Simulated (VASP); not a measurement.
# Sn (Immm) in VASP: further runs

Sn is run at these levels: PBEsol, PBE, r2SCAN; tasks: single point.

Everything below comes from runs of VASP 6.6.1. Logs are shortened: lines on timing, memory, paths and dates and some standing lists are left out, and cuts for length are marked.

### Step 1. The cell of the first run

Symmetry: Immm, No. 71, orthorhombic system. The conventional cell has a = 3.488 Å, b = 3.587 Å, c = 4.583 Å, α = 90.00°, β = 90.00°, γ = 90.00°. Sn (site symmetry mmm) has 12 Sn at 3.39 to 3.59 Å within 4.5 Å.

### Step 2. Single point, PBEsol

Input file INCAR:

```
PREC     = Accurate       # precision mode
ENCUT    = 520            # plane-wave cutoff, eV
EDIFF    = 1E-6           # SCF threshold, eV
ISMEAR   = -1             # smearing method
SIGMA    = 0.05           # smearing width, eV
LREAL    = False          # projectors in reciprocal space
LASPH    = True           # aspherical terms in the spheres
NELM     = 100            # most SCF steps
ALGO     = Fast           # electronic algorithm
ISIF     = 2              # what is computed and relaxed
LWAVE    = False          # write WAVECAR
LCHARG   = True           # write CHGCAR
GGA      = PS             # functional
LELF     = True           # ELF
LVHAR    = True         
NBANDS   = 13             # bands
```

Input file KPOINTS:

```
Automatic mesh
0
Gamma
  11 11 11
```

Input file POSCAR:

```
Sn
1.0
   -1.7440677641      1.7935733200      2.2915751600
    1.7440677641     -1.7935733200      2.2915751600
    1.7440677641      1.7935733200     -2.2915751600
Sn
1
Direct
    0.0000000000      0.0000000000      0.0000000000
```

Potentials or basis: VASP PAW PBE potentials, release 64 (Sn_d).

On the command line:

```console
$ cat potpaw_PBE.64/Sn_d/POTCAR > POTCAR
$ mpirun -np 1 vasp_std > vasp.out
```

OUTCAR:

```text
PREC = Accurate
   ENCUT = 520
   EDIFF = 1E-6
   ISMEAR = -1
   LREAL = False
   LASPH = True
   NELM = 100
   ISIF = 2
   GGA = PS

 ion  position               nearest neighbor table
   1  0.000  0.000  0.000-

  LATTYP: Found a body centered orthorhombic cell.
 ALAT       =     3.4881355282
 B/A-ratio  =     1.0283851103
 C/A-ratio  =     1.3139255293

  Lattice vectors:

 A1 = (  -1.7440677641,   1.7935733200,   2.2915751600)
 A2 = (   1.7440677641,  -1.7935733200,   2.2915751600)
 A3 = (   1.7440677641,   1.7935733200,  -2.2915751600)

Analysis of symmetry for initial positions (statically):
=====================================================================
 Subroutine PRICEL returns:
 Original cell was already a primitive cell.

 Routine SETGRP: Setting up the symmetry group for a
 body centered orthorhombic supercell.

 Subroutine GETGRP returns: Found  8 space group operations
 (whereof  8 operations were pure point group operations)
 out of a pool of  8 trial point group operations.

The static configuration has the point symmetry D_2h.

Analysis of symmetry for dynamics (positions and initial velocities):
=====================================================================
 Subroutine PRICEL returns:
 Original cell was already a primitive cell.

 Routine SETGRP: Setting up the symmetry group for a
 body centered orthorhombic supercell.

 Subroutine GETGRP returns: Found  8 space group operations
 (whereof  8 operations were pure point group operations)
 out of a pool of  8 trial point group operations.

The dynamic configuration has the point symmetry D_2h.

 Subroutine INISYM returns: Found  8 space group operations
 (whereof  8 operations are pure point group operations),
 and found     1 'primitive' translations

----------------------------------------------------------------------------------------

                                     Primitive cell

  volume of cell :      28.6732

  direct lattice vectors                    reciprocal lattice vectors
    -1.744067764  1.793573320  2.291575160     0.000000000  0.278773103  0.218190531
     1.744067764 -1.793573320  2.291575160     0.286686108  0.000000000  0.218190531
     1.744067764  1.793573320 -2.291575160     0.286686108  0.278773103  0.000000000

  length of vectors
     3.392638256  3.392638256  3.392638256     0.354007840  0.360272164  0.399879191

  position of ions in fractional coordinates (direct lattice)
     0.000000000  0.000000000  0.000000000

  ion indices of the primitive-cell ions
   primitive index   ion index
                 1           1

----------------------------------------------------------------------------------------

 KPOINTS: Automatic mesh

Automatic generation of k-mesh.
 Grid dimensions read from file:
 generate k-points for:   11   11   11

 Generating k-lattice:

  Cartesian coordinates                     Fractional coordinates (reciprocal lattice)
     0.000000000  0.025343009  0.019835503     0.090909091  0.000000000 -0.000000000
     0.026062373  0.000000000  0.019835503     0.000000000  0.090909091  0.000000000
     0.026062373  0.025343009  0.000000000    -0.000000000  0.000000000  0.090909091

  Length of vectors
     0.032182531  0.032752015  0.036352654

  Shift w.r.t. Gamma in fractional coordinates (k-lattice)
     0.000000000  0.000000000  0.000000000

 Subroutine IBZKPT returns following result:
 ===========================================

 Found    216 irreducible k-points:

 Following reciprocal coordinates:
            Coordinates               Weight
  0.000000  0.000000  0.000000      1.000000
  0.090909 -0.000000  0.000000      4.000000
  0.181818 -0.000000  0.000000      4.000000
  0.272727 -0.000000  0.000000      4.000000
  0.363636 -0.000000  0.000000      4.000000
  0.454545 -0.000000  0.000000      4.000000
[... 16 lines left out ...]
  0.454545  0.181818  0.000000      8.000000
 -0.454545  0.181818 -0.000000      8.000000
 [... further k-points ...]
   k-points           NKPTS =    216   k-points in BZ     NKDIM =    216   number of bands    NBANDS=     13
   number of dos      NEDOS =    301   number of ions     NIONS =      1
   total plane-waves  NPLWV =  21952
   dimension x,y,z NGX =    28 NGY =   28 NGZ =   28
   dimension x,y,z NGXF=    56 NGYF=   56 NGZF=   56
   ions per type =               1
   NGX,Y,Z   is equivalent  to a cutoff of  13.72, 13.72, 13.72 a.u.
   NGXF,Y,Z  is equivalent  to a cutoff of  27.44, 27.44, 27.44 a.u.
 SYSTEM =  unknown system
   PREC   = accura    normal or accurate (medium, high low for compatibility)
   ISTART =      0    job   : 0-new  1-cont  2-samecut
   ICHARG =      2    charge: 1-file 2-atom 10-const
   ISPIN  =      1    spin polarized calculation?
   LNONCOLLINEAR =      F non collinear calculations
   LSORBIT =      F    spin-orbit coupling
   LASPH  =      T    aspherical Exc in radial PAW
   ENCUT  =  520.0 eV  38.22 Ry    6.18 a.u.   6.31  6.31  6.31*2*pi/ulx,y,z
   NELM   =    100;   NELMIN=  2; NELMDL= -5     # of ELM steps
   EDIFF  = 0.1E-05   stopping-criterion for ELM
   LREAL  =      F    real-space projection
   EDIFFG = 0.1E-04   stopping-criterion for IOM
   NSW    =      0    number of steps for IOM
   IBRION =     -1    ionic relax: 0-MD 1-quasi-New 2-CG
   NFREE  =      0    steps in history (QN), initial steepest desc. (CG)
   ISIF   =      2    stress and relaxation
   ISYM   =      2    0-nonsym 1-usesym 2-fastsym
   POTIM  = 0.5000    time-step for ionic-motion
   TEBEG  =    0.0;   TEEND  =   0.0 temperature during run
   PSTRESS=    0.0 pullay stress
   NELECT =      14.0000    total number of electrons
   NUPDOWN=      -1.0000    fix difference up-down
   EMIN   =  10.00;   EMAX   =-10.00  energy-range for DOS
   EFERMI =   0.00;   METHOD = LEGACY
   ISMEAR =    -1;   SIGMA  =   0.05  broadening in eV -4-tet -1-fermi 0-gaus
   EFERMI_NEDOS =   21; number of points for ismear=-14 and -15
   IALGO  =     68    algorithm
   IMIX   =      4    mixing-type and parameters
     AMIX     =   0.40;   BMIX     =  1.00
     AMIX_MAG =   1.60;   BMIX_MAG =  1.00
  volume/ion in A,a.u.               =      28.67       193.50
  Fermi-wavevector in a.u.,A,eV,Ry     =   1.289116  2.436076 22.610433  1.661820
  Thomas-Fermi vector in A             =   2.421028
   LORBIT       =      0    0 simple, 1 ext, 2 COOP (PROOUT), +10 PAW based schemes
   GGA     = PS    functional components
   LHFCALC =     F    Hartree Fock is set to
   AEXX    =    0.0000 exact exchange contribution
   IVDW    =     0    specifies the selected vdW correction
   LEPSILON=     F    determine dielectric tensor
   LRPA    =     F    only Hartree local field effects (RPA)
 non-spin polarized calculation
 RMM-DIIS sequential band-by-band and
  energy-cutoff  :      520.00
  volume of cell :       28.67
 maximum number of plane-waves:       792
 NGX is ok and might be reduce to    28
   NGX = 13   NGY = 13   NGZ = 13

 number of electron      14.0000000 magnetization

 Free energy of the ion-electron system (eV)
  ---------------------------------------------------
  ext. energy  EPLUGINS =         0.00000000
  ---------------------------------------------------
  free energy    TOTEN  =        -4.21028462 eV

  energy without entropy =       -4.20643571  energy(sigma->0) =       -4.20836016

 E-fermi :   7.3681     XC(G=0): -10.2534

 val. band max:        7.3613671185   @ k =   0.4545   0.2727   0.0909
 cond. band min:       7.3786224190   @ k =   0.1818   0.1818   0.1818
 fundamental gap:      0.0172553005
 Fermi energy:         7.3681170701

 k-point     1 :       0.0000    0.0000    0.0000
  band No.  band energies     occupation
      1     -14.1030      2.00000
      2     -14.0883      2.00000
      3     -14.0554      2.00000
      4     -14.0450      2.00000
      5     -13.9914      2.00000
      6      -3.4236      2.00000
      7      14.4074      0.00000
      8      14.4829      0.00000
      9      14.9231      0.00000
     10      18.0215      0.00000
     11      18.4964      0.00000
     12      19.1137      0.00000
     13      19.1494      0.00000

 k-point     2 :       0.0909   -0.0000    0.0000
  band No.  band energies     occupation
      1     -14.0987      2.00000
      2     -14.0828      2.00000
      3     -14.0548      2.00000
      4     -14.0425      2.00000
      5     -13.9928      2.00000
      6      -3.2637      2.00000
      7      12.8267      0.00000
      8      14.3387      0.00000
      9      14.5826      0.00000
     10      17.3712      0.00000
     11      19.1059      0.00000
     12      19.5286      0.00000
     13      20.5096      0.00000

 k-point     3 :       0.1818   -0.0000    0.0000
  band No.  band energies     occupation
      1     -14.0893      2.00000
      2     -14.0775      2.00000
      3     -14.0533      2.00000
      4     -14.0263      2.00000
      5     -13.9943      2.00000
      6      -2.7843      2.00000
      7      10.1182      0.00000
      8      13.8824      0.00000
      9      14.0780      0.00000
     10      17.0094      0.00000
     11      19.1970      0.00000
     12      19.2691      0.00000
     13      20.2657      0.00000
[... 305 lines left out ...]
 k-point    23 :       0.4545    0.1818    0.0000
  band No.  band energies     occupation
      1     -14.0966      2.00000
      2     -14.0553      2.00000
      3     -14.0320      2.00000
      4     -13.9857      2.00000
      5     -13.9540      2.00000
      6       0.9414      2.00000
      7       3.6597      2.00000
      8       9.0505      0.00000
      9      11.8771      0.00000
     10      15.2551      0.00000
     11      19.3669      0.00000
     12      21.4876      0.00000
     13      22.5094      0.00000

 k-point    24 :      -0.4545    0.1818   -0.0000
  band No.  band energies     occupation
      1     -14.1016      2.00000
      2     -14.0609      2.00000
      3     -14.0283      2.00000
      4     -13.9935      2.00000
      5     -13.9533      2.00000
      6      -0.0766      2.00000
      7       5.1313      2.00000
      8       9.6498      0.00000
      9      11.6015      0.00000
     10      14.8944      0.00000
     11      19.6088      0.00000
     12      20.8190      0.00000
     13      22.3328      0.00000

 [... further k-points ...]
[... 5 lines left out ...]
  --------------------------------------------------------------------------------------
  -------------------------------------------------------------------------------------
  Total       -0.6270886     -0.7936839     -0.5381822      0.0000000      0.0000000      0.0000000
  in kB      -35.0399057    -44.3487692    -30.0720721      0.0000000      0.0000000      0.0000000
  external PRESSURE =     -36.4869157 kB  Pullay stress =       0.0000000 kB

 VOLUME and BASIS-vectors are now :
 -----------------------------------------------------------------------------
  energy-cutoff  :      520.00
  volume of cell :       28.67
      direct lattice vectors                 reciprocal lattice vectors
    -1.744067764  1.793573320  2.291575160     0.000000000  0.278773103  0.218190531
     1.744067764 -1.793573320  2.291575160     0.286686108  0.000000000  0.218190531
     1.744067764  1.793573320 -2.291575160     0.286686108  0.278773103  0.000000000

 POSITION                                       TOTAL-FORCE (eV/Angst)
 -----------------------------------------------------------------------------------
      0.00000      0.00000      0.00000        -0.000000      0.000000      0.000000
 -----------------------------------------------------------------------------------
    total drift:                               -0.000000     -0.000000     -0.000000

  FREE ENERGIE OF THE ION-ELECTRON SYSTEM (eV)
  ---------------------------------------------------
  free  energy   TOTEN  =        -4.2102846157 eV

  energy  without entropy=       -4.2064357065  energy(sigma->0) =       -4.20836016
```

Wall time 1.7 min (1 thread of Intel Xeon Platinum 8488C (Sapphire Rapids), shared host); peak memory 0.21 GiB.

Results:

* Free energy: -4.2103 eV
* Pressure: -3.6 GPa
* Band gap on the k mesh: zero (band 7 reaches 14.41 eV, above the bottom of band 8 at 5.57 eV)

Caveat: the PAW data sets were made with another functional, which shifts forces and pressure a little; spin-orbit coupling is left out, which moves the levels of the heavy elements.

### Step 3. Single point, PBE, non-collinear spin, zero start, spin-orbit coupling

Input file INCAR:

```
SYSTEM = Sn
ALGO     = Normal         ! electronic algorithm
EDIFF    = 1E-7           ! SCF threshold, eV
ENCUT    = 520            ! plane-wave cutoff, eV
GGA      = PE             ! functional
GGA_COMPAT= .False.      
ISIF     = 2              ! what is computed and relaxed
ISMEAR   = -1             ! smearing method
LASPH    = .True.         ! aspherical terms in the spheres
LCHARG   = .False.        ! write CHGCAR
LORBIT   = 11             ! projections on sites
LORBMOM  = .True.       
LREAL    = .False.        ! projectors in reciprocal space
LSORBIT  = .True.         ! spin-orbit coupling
LWAVE    = .False.        ! write WAVECAR
MAGMOM   = 0 0 0          ! initial moments
NBANDS   = 25             ! bands
NELM     = 150            ! most SCF steps
PREC     = Accurate       ! precision mode
SIGMA    = 0.05           ! smearing width, eV
```

Input file KPOINTS:

```
k-points
0
Gamma
  8 8 8
  0 0 0
```

Input file POSCAR:

```
Sn
1.0
   -1.7265390000      1.7755470000      2.3383420000
    1.7265390000     -1.7755470000      2.3383420000
    1.7265390000      1.7755470000     -2.3383420000
Sn
1
Direct
    0.0000000000      0.0000000000      0.0000000000
```

Potentials or basis: VASP PAW PBE potentials, release 64 (Sn_d).

On the command line:

```console
$ cat potpaw_PBE.64/Sn_d/POTCAR > POTCAR
$ mpirun -np 1 vasp_ncl > vasp.out
```

It took 4.3 min on 1 thread of Intel Xeon 8259CL, shared host; peak memory 0.3 GiB.

The run converged. Its results:

```
Free energy                                           : -3.8517 eV
Pressure                                              : -1.2 GPa
Net moment                                            : 0.00 μB per cell
Valence electrons inside the program's atomic spheres : Sn 12.12
```

Stress tensor (GPa, compression positive):
```
-1.15  0.00  0.00
 0.00 -0.70  0.00
 0.00  0.00 -1.81
```

Moments on the atoms (μB; x, y, z):
```
Sn  0.00 0.00 0.00
```

### Step 4. Single point, r2SCAN

This run uses another cell than the first one, of 29.25 Å³/atom, 1.020 times its volume.

Input file POSCAR:

```
Sn
1.0
   -1.7379733663      1.7873059321      2.3538281599
    1.7379733663     -1.7873059321      2.3538281599
    1.7379733663      1.7873059321     -2.3538281599
Sn
1
Direct
    0.0000000000      0.0000000000      0.0000000000
```

Input file INCAR.step1:

```
SYSTEM = Sn
PREC = Accurate
ENCUT = 520
ISMEAR = -1
SIGMA = 0.05
LREAL = .FALSE.
LASPH = .TRUE.
NELM = 60
NBANDS = 13
GGA = PE
ALGO = Normal
EDIFF = 1E-4
LWAVE = .TRUE.
LCHARG = .FALSE.
```

Input file INCAR.step2:

```
SYSTEM = Sn
PREC = Accurate
ENCUT = 520
EDIFF = 1E-6
ISMEAR = -1
SIGMA = 0.05
LREAL = .FALSE.
LASPH = .TRUE.
NELM = 60
ALGO = Normal
ISIF = 2
LWAVE = .FALSE.
LCHARG = .FALSE.
METAGGA = R2SCAN
LMIXTAU = .TRUE.
NBANDS = 13
ISTART = 1
```

Input file KPOINTS:

```
regular mesh
0
G
  11 11 11
  0 0 0
```

On the command line:

```console
$ cat potpaw_PBE.64/Sn_d/POTCAR > POTCAR
$ cp INCAR.step1 INCAR
$ mpirun -np 1 vasp_std > vasp.out
$ cp INCAR.step2 INCAR
$ mpirun -np 1 vasp_std > vasp.out
```

It took 3.5 min on 1 thread of AMD EPYC 9R45 (Zen 5), shared host; peak memory 0.19 GiB.

The run converged. Its results:

| Item | Value |
| --- | --- |
| Free energy | -24.4909 eV |
| Pressure | -3.0 GPa |
| Band gap on the k mesh | zero (band 7 reaches 14.53 eV, above the bottom of band 8 at 5.43 eV) |

Stress tensor (GPa, compression positive):
```
-2.46  0.00  0.00
 0.00 -3.89  0.00
 0.00  0.00 -2.70
```

Levels at points of the mesh, in eV from the Fermi level:
| k point | band 4 | band 5 | band 6 | band 7 | band 8 | band 9 | band 10 | band 11 |
| --- | --- | --- | --- | --- | --- | --- | --- | --- |
| (0.00, 0.00, 0.00) | -22.19 | -22.15 | -11.19 | 7.31 | 7.45 | 7.88 | 11.27 | 11.50 |

Caveat: the PAW data sets were made with another functional, which shifts forces and pressure a little; spin-orbit coupling is left out, which moves the levels of the heavy elements.

### Step 5. Summary

```csv
level,spin,cell,k mesh,gap on the mesh (eV),pressure (GPa)
PBEsol,off,"a = 3.393 Å, angles 118.1, 116.2, 95.0°, 1 atom",11 × 11 × 11,none,-3.6
PBE,"non-collinear, zero start, SOC","a = 3.406 Å, angles 119.1, 117.2, 93.3°, 1 atom",8 × 8 × 8,-,-1.2
r2SCAN,off,"a = 3.429 Å, angles 119.1, 117.2, 93.3°, 1 atom",11 × 11 × 11,none,-3.0
```

Alike in all rows: task single point; potentials or basis VASP PAW PBE potentials, release 64 (Sn_d); cutoff (eV) 520; smearing fermi-dirac 0.05 eV.

Caveats: the PAW data sets were made with another functional, which shifts forces and pressure a little (some runs); spin-orbit coupling is left out, which moves the levels of the heavy elements (some runs).

Absolute energies hang on the potentials; compare differences alone.
